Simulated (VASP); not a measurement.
# ZnRe (Pmma) in VASP: single point with PBE

Aim: the single point of ZnRe with PBE.

Program: VASP 6.6.1. These are calculated values, not measurements. Logs are shortened: lines on timing, memory, paths and dates and some standing lists are left out, and cuts for length are marked.

## 1. The cell of the first run

Symmetry: Pmma, No. 51, orthorhombic system. Conventional cell: a = 4.394 Å, b = 2.747 Å, c = 4.834 Å, α = 90.00°, β = 90.00°, γ = 90.00°. Within 3.4 Å of Zn (site symmetry mm2) lie 4 Zn at 2.57 to 2.75 Å and 8 Re at 2.76 to 2.82 Å. Re (site symmetry mm2) has 4 Re at 2.54 to 2.75 Å and 8 Zn at 2.76 to 2.82 Å within 3.4 Å.

## 2. Single point, PBE

INCAR reads:

```
PREC = Accurate ; ENCUT = 520
EDIFF = 1E-6 ; ISMEAR = 0
SIGMA = 0.1 ; LREAL = False
LASPH = True ; NELM = 60
ALGO = Fast ; ISIF = 2
LWAVE = False ; LCHARG = False
GGA = PE ; NBANDS = 27
```

KPOINTS reads:

```
Automatic mesh
0
Gamma
  10 18 10
```

POSCAR reads:

```
ZnRe
1.0
    4.3935204235      0.0000000000      0.0000000000
    0.0000000000      2.7469328393      0.0000000000
    0.0000000000      0.0000000000      4.8338060841
Zn Re
2 2
Direct
    0.7500000000      0.0000000000      0.6379498747
    0.2500000000      0.0000000000      0.3620501253
    0.7500000000      0.5000000000      0.1321860007
    0.2500000000      0.5000000000      0.8678139993
```

Potentials or basis: VASP PAW PBE potentials, release 64 (Zn, Re).

The run is started by

```bash
$ cat potpaw_PBE.64/Zn/POTCAR potpaw_PBE.64/Re/POTCAR > POTCAR
$ mpirun -np 1 vasp_std > vasp.out
```

OUTCAR:

```text
PREC = Accurate
   ENCUT = 520
   EDIFF = 1E-6
   ISMEAR = 0
   LREAL = False
   LASPH = True
   NELM = 60
   ISIF = 2
   GGA = PE

 ion  position               nearest neighbor table
   1  0.750  0.000  0.638-   2 2.57   2 2.57   3 2.76   3 2.76   3 2.80   3 2.80   4 2.82   4 2.82
                             4 2.82   4 2.82
   2  0.250  0.000  0.362-   1 2.57   1 2.57   4 2.76   4 2.76   4 2.80   4 2.80   3 2.82   3 2.82
                             3 2.82   3 2.82
   3  0.750  0.500  0.132-   4 2.54   4 2.54   1 2.76   1 2.76   1 2.80   1 2.80   2 2.82   2 2.82
                             2 2.82   2 2.82
   4  0.250  0.500  0.868-   3 2.54   3 2.54   2 2.76   2 2.76   2 2.80   2 2.80   1 2.82   1 2.82
                             1 2.82   1 2.82

  LATTYP: Found a simple orthorhombic cell.
 ALAT       =     2.7469328393
 B/A-ratio  =     1.5994276819
 C/A-ratio  =     1.7597103267

  Lattice vectors:

 A1 = (   0.0000000000,  -2.7469328393,   0.0000000000)
 A2 = (   4.3935204235,   0.0000000000,   0.0000000000)
 A3 = (   0.0000000000,   0.0000000000,   4.8338060841)

Analysis of symmetry for initial positions (statically):
=====================================================================
 Subroutine PRICEL returns:
 Original cell was already a primitive cell.

 Routine SETGRP: Setting up the symmetry group for a
 simple orthorhombic supercell.

 Subroutine GETGRP returns: Found  8 space group operations
 (whereof  4 operations were pure point group operations)
 out of a pool of  8 trial point group operations.

The static configuration has the point symmetry C_2h.
 The point group associated with its full space group is D_2h.

Analysis of symmetry for dynamics (positions and initial velocities):
=====================================================================
 Subroutine PRICEL returns:
 Original cell was already a primitive cell.

 Routine SETGRP: Setting up the symmetry group for a
 simple orthorhombic supercell.

 Subroutine GETGRP returns: Found  8 space group operations
 (whereof  4 operations were pure point group operations)
 out of a pool of  8 trial point group operations.

The dynamic configuration has the point symmetry C_2h.
 The point group associated with its full space group is D_2h.

 Subroutine INISYM returns: Found  8 space group operations
 (whereof  4 operations are pure point group operations),
 and found     1 'primitive' translations

----------------------------------------------------------------------------------------
[... 92 lines left out ...]
   LNONCOLLINEAR =      F non collinear calculations
   LSORBIT =      F    spin-orbit coupling
   LASPH  =      T    aspherical Exc in radial PAW
   ENCUT  =  520.0 eV  38.22 Ry    6.18 a.u.   8.17  5.11  8.99*2*pi/ulx,y,z
   NELM   =     60;   NELMIN=  2; NELMDL= -5     # of ELM steps
   EDIFF  = 0.1E-05   stopping-criterion for ELM
   LREAL  =      F    real-space projection
[... 7 lines left out ...]
   TEBEG  =    0.0;   TEEND  =   0.0 temperature during run
   PSTRESS=    0.0 pullay stress
   NELECT =      38.0000    total number of electrons
   NUPDOWN=      -1.0000    fix difference up-down
   EMIN   =  10.00;   EMAX   =-10.00  energy-range for DOS
   EFERMI =   0.00;   METHOD = LEGACY
   ISMEAR =     0;   SIGMA  =   0.10  broadening in eV -4-tet -1-fermi 0-gaus
   EFERMI_NEDOS =   21; number of points for ismear=-14 and -15
   IALGO  =     68    algorithm
   IMIX   =      4    mixing-type and parameters
     AMIX     =   0.40;   BMIX     =  1.00
     AMIX_MAG =   1.60;   BMIX_MAG =  1.00
  volume/ion in A,a.u.               =      14.58        98.42
  Fermi-wavevector in a.u.,A,eV,Ry     =   1.419121  2.681750 27.400829  2.013904
  Thomas-Fermi vector in A             =   2.540175
   LORBIT       =      0    0 simple, 1 ext, 2 COOP (PROOUT), +10 PAW based schemes
   GGA     = PE    functional components
   LHFCALC =     F    Hartree Fock is set to
   AEXX    =    0.0000 exact exchange contribution
   IVDW    =     0    specifies the selected vdW correction
   LEPSILON=     F    determine dielectric tensor
   LRPA    =     F    only Hartree local field effects (RPA)
 non-spin polarized calculation
 RMM-DIIS sequential band-by-band and
 Gauss-broadening in eV      SIGMA  =   0.10
  energy-cutoff  :      520.00
  volume of cell :       58.34
 maximum number of plane-waves:      1596
 NGX is ok and might be reduce to    36
   NGX = 17   NGY = 11   NGZ = 17

 number of electron      37.9999991 magnetization

 Free energy of the ion-electron system (eV)
  ---------------------------------------------------
  ext. energy  EPLUGINS =         0.00000000
  ---------------------------------------------------
  free energy    TOTEN  =       -26.03319718 eV

  energy without entropy =      -26.02107439  energy(sigma->0) =      -26.02713578

 E-fermi :   5.7579     XC(G=0): -12.8162

 val. band max:        5.7525315158   @ k =   0.3000   0.2778   0.2000
 cond. band min:       5.7580554839   @ k =   0.3000   0.2778   0.4000
 fundamental gap:      0.0055239681
 Fermi energy:         5.7579117080

 k-point     1 :       0.0000    0.0000    0.0000
  band No.  band energies     occupation
      1      -4.7069      2.00000
      2      -2.3405      2.00000
      3      -2.2600      2.00000
      4      -2.0020      2.00000
      5      -1.9783      2.00000
      6      -1.5832      2.00000
[... 709 lines left out ...]
     26      11.7714      0.00000
     27      14.9845      0.00000

 [... further k-points ...]

------------------------ aborting loop because EDIFF is reached ----------------------------------------

  FORCE on cell =-STRESS in cart. coord.  units (eV):
  Direction    XX          YY          ZZ          XY          YZ          ZX
  --------------------------------------------------------------------------------------
  -------------------------------------------------------------------------------------
  Total       -0.1979194      0.0967940      0.0655550      0.0000000      0.0000000      0.0000000
  in kB       -5.4356196      2.6583323      1.8003905      0.0000000      0.0000000      0.0000000
  external PRESSURE =      -0.3256322 kB  Pullay stress =       0.0000000 kB

 VOLUME and BASIS-vectors are now :
 -----------------------------------------------------------------------------
  energy-cutoff  :      520.00
  volume of cell :       58.34
      direct lattice vectors                 reciprocal lattice vectors
     4.393520424  0.000000000  0.000000000     0.227607910  0.000000000  0.000000000
     0.000000000  2.746932839  0.000000000     0.000000000  0.364042391  0.000000000
     0.000000000  0.000000000  4.833806084     0.000000000  0.000000000  0.206876317

 POSITION                                       TOTAL-FORCE (eV/Angst)
 -----------------------------------------------------------------------------------
      3.29514      0.00000      3.08373        -0.000000     -0.000000     -0.006910
      1.09838      0.00000      1.75008         0.000000      0.000000      0.006910
      3.29514      1.37347      0.63896        -0.000000      0.000000     -0.086613
      1.09838      1.37347      4.19484        -0.000000     -0.000000      0.086613
 -----------------------------------------------------------------------------------
    total drift:                                0.000000     -0.000000      0.000000

  FREE ENERGIE OF THE ION-ELECTRON SYSTEM (eV)
  ---------------------------------------------------
  free  energy   TOTEN  =       -26.0331971783 eV

  energy  without entropy=      -26.0210743882  energy(sigma->0) =      -26.02713578
```

stdout:

```text
POSCAR found type information on POSCAR ZnRe
 POSCAR found :  2 types and       4 ions
 scaLAPACK will be used
 LDA part: xc-table for (Slater+PW92), standard interpolation
 POSCAR, INCAR and KPOINTS ok, starting setup
 FFT: planning ... GRIDC
 FFT: planning ... GRID_SOFT
 FFT: planning ... GRID
 WAVECAR not read
 entering main loop
```

Wall time 5.1 min (1 thread of Intel Xeon Platinum 8488C (Sapphire Rapids), shared host); peak memory 0.56 GiB.

What came out:

```
Free energy            : -26.0332 eV
Pressure               : 0.0 GPa
Largest force          : 0.087 eV/Å
Band gap on the k mesh : zero (bands 19 and 20 overlap by 2.75 eV)
```

Forces on the atoms (eV/Å):
```
Zn   0.000  0.000 -0.007
Zn   0.000  0.000  0.007
Re   0.000  0.000 -0.087
Re   0.000  0.000  0.087
```

Caveat: spin-orbit coupling is left out, which moves the levels of the heavy elements.
